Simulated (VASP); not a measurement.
## ZnSiP2: relaxation of shape and atoms at fixed volume with r2SCAN

ZnSiP2:

```
CELL_PARAMETERS angstrom
-2.71524 2.71524 5.28564
2.71524 -2.71524 5.28564
2.71524 2.71524 -5.28564
ATOMIC_POSITIONS crystal
Zn 0.00000 0.00000 0.00000
Zn 0.75000 0.25000 0.50000
Si 0.50000 0.50000 0.00000
Si 0.25000 0.75000 0.50000
P 0.37500 0.39184 0.51684
P 0.87500 0.85816 0.48316
P 0.60816 0.12500 0.98316
P 0.14184 0.62500 0.01684
```

```yaml
Program: VASP 6.6.1
Task: relaxation of shape and atoms at fixed volume
Functional: r2SCAN
Potentials_or_basis: VASP PAW PBE potentials, release 64 (Zn, Si, P)
Cutoff: 550 eV
k_mesh: 8 × 8 × 8
Occupations: gaussian, width 0.02 eV
Spin: no spin polarisation
Dipole_correction: no
Further_INCAR_settings: ALGO = Normal; EDIFF = 1e-07; IBRION = 2; EDIFFG = -0.01; NSW = 50; ISIF = 4
```

```json
{"Energy gained by relaxing": "0.2 meV/atom", "Ionic steps": "3", "Pressure after relaxing": "-2.8 GPa", "Band gap on the k mesh": "1.64 eV"}
```

Stress tensor (GPa, compression positive):
```
-2.76  0.00  0.00
 0.00 -2.76  0.00
 0.00  0.00 -2.85
```

Step by step:
```tsv
step	energy change (eV)	largest force (eV/Å)	pressure (GPa)	volume (Å³)
1	0.0000	0.1022	-2.86	155.87
2	-0.0013	0.0426	-2.82	155.87
3	-0.0015	0.0002	-2.79	155.87
```

Final structure:
```
Zn Si P
1.0
    -2.71530    2.71530    5.28541
     2.71530   -2.71530    5.28541
     2.71530    2.71530   -5.28541
Zn Si P
2 2 4
Direct
  0.00000 0.00000 0.00000
  0.75000 0.25000 0.50000
  0.50000 0.50000 0.00000
  0.25000 0.75000 0.50000
  0.37500 0.39339 0.51839
  0.87500 0.85661 0.48161
  0.60661 0.12500 0.98161
  0.14339 0.62500 0.01839
```

Levels at points of the mesh, in eV from the valence-band top:
```csv
k point,band 24,band 25,band 26,band 27,band 28,band 29
"(0.00, 0.00, 0.00)",-0.12,-0.12,0.00,1.64,2.23,2.92
"(0.50, 0.00, 0.00)",-1.73,-1.42,-0.75,3.04,3.19,3.25
"(0.50, 0.50, 0.00)",-1.03,-0.54,-0.54,2.28,2.28,3.49
"(0.50, 0.50, 0.50)",-1.89,-1.09,-1.09,1.85,1.85,2.04
```

It took 20 min on 4 MPI ranks on Intel(R) Xeon(R) Platinum 8559C (Emerald Rapids), with other jobs on the host, peak memory 0.58 GiB a rank.

Caveat: the PAW data sets were made with another functional, which shifts forces and pressure a little. A k mesh can miss the band edges.
